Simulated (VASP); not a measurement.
NbH2, 3 atoms in the cell. Symmetry: I4/mmm, No. 139, tetragonal system. Conventional cell: a = 3.259 Å, b = 3.259 Å, c = 4.563 Å, α = 90.00°, β = 90.00°, γ = 90.00°. Within 2.6 Å of Nb (site symmetry 4/mmm) lie 8 H at 1.99 Å. H (site symmetry -4m2) has 4 Nb at 1.99 Å and 6 H at 2.28 to 2.30 Å within 2.6 Å.  This cell differs from its parent crystal: equal xx and yy strain of +1 %.

- Program: VASP 6.6.1
- Task: single point
- Functional: LDA
- Potentials or basis: VASP PAW LDA potentials, release 64 (Nb_sv, H)
- Cutoff: 500 eV
- k mesh: 15 × 15 × 15
- Occupations: fermi-dirac, width 0.03 eV
- Spin: no spin polarisation
- Dipole correction: no
- Further INCAR settings: ALGO = Normal; EDIFF = 1e-06; NBANDS = 14

Potentials or basis: VASP PAW LDA potentials, release 64 (Nb_sv, H).

Launch:

```console
$ cat potpaw_LDA.64/Nb_sv/POTCAR potpaw_LDA.64/H/POTCAR > POTCAR
$ mpirun -np 1 vasp_std > vasp.out
```

Hardware: 1 thread of Intel(R) Xeon(R) 6975P-C (Granite Rapids), with other jobs on the host.

Problem. How long does it take, and how much memory?

Solution. Wall time 26 s on 1 thread of Intel(R) Xeon(R) 6975P-C (Granite Rapids) (shared host), peak memory 0.19 GiB. Counts: scf iterations 13, k points 288.
